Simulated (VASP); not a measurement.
Set up this calculation in VASP 6.6.1, as the native input.

| Item | Value |
| --- | --- |
| Task | single point |
| Functional | PBE |
| Potentials or basis | VASP PAW PBE potentials, release 64 (Pd) |
| Cutoff | 520 eV |
| k mesh | 15 × 15 × 15 |
| Occupations | fermi-dirac, width 0.05 eV |
| Spin | collinear spin |
| Starting moments | [0.458, 0.458] μB |
| Dipole correction | no |
| Further INCAR settings | ALGO = Normal; EDIFF = 1e-06; NBANDS = 21 |

The structure of Pd lies in POSCAR:

```
Pd
1.0
    0.0000000000      3.0160538968      3.0160538968
    3.0160538968      0.0000000000      3.0160538968
    3.0160538968      3.0160538968      0.0000000000
Pd
2
Direct
    0.1250000000      0.1250000000      0.1250000000
    0.8750000000      0.8750000000      0.8750000000
```

This isn't the form of Pd at room conditions, which is fcc.

One way to write it, as run:

INCAR

```
SYSTEM = Pd
PREC     = Accurate       ! precision mode
ENCUT    = 520            ! plane-wave cutoff, eV
EDIFF    = 1E-6           ! SCF threshold, eV
ISMEAR   = -1             ! smearing method
SIGMA    = 0.05           ! smearing width, eV
LREAL    = .FALSE.        ! projectors in reciprocal space
LASPH    = .TRUE.         ! aspherical terms in the spheres
NELM     = 150            ! most SCF steps
ALGO     = Normal         ! electronic algorithm
ISIF     = 2              ! what is computed and relaxed
LWAVE    = .FALSE.        ! write WAVECAR
LCHARG   = .FALSE.        ! write CHGCAR
ISPIN    = 2              ! spin polarisation
MAGMOM   = 0.458 0.458    ! initial moments
LORBIT   = 11             ! projections on sites
LMAXMIX  = 4              ! l up to which the mixer works
GGA      = PE             ! functional
NBANDS   = 21             ! bands
```

KPOINTS

```
Automatic mesh
0
G
  15 15 15
  0 0 0
```

Potentials or basis: VASP PAW PBE potentials, release 64 (Pd).

Run with:

```console
$ cat potpaw_PBE.64/Pd/POTCAR > POTCAR
$ mpirun -np 1 vasp_std > vasp.out
```

Results of the run:

```json
{
 "Pressure": "-5.7 GPa",
 "Net moment": "0.89 μB per cell",
 "Site moments": "Pd +0.44 μB",
 "Valence electrons inside the program's atomic spheres": "Pd 9.17"
}
```

Caveat: the cell stands under tension.

Wall time 76 s on 1 thread of Intel(R) Xeon(R) 6975P-C (Granite Rapids), with other jobs on the host, peak memory 0.33 GiB.
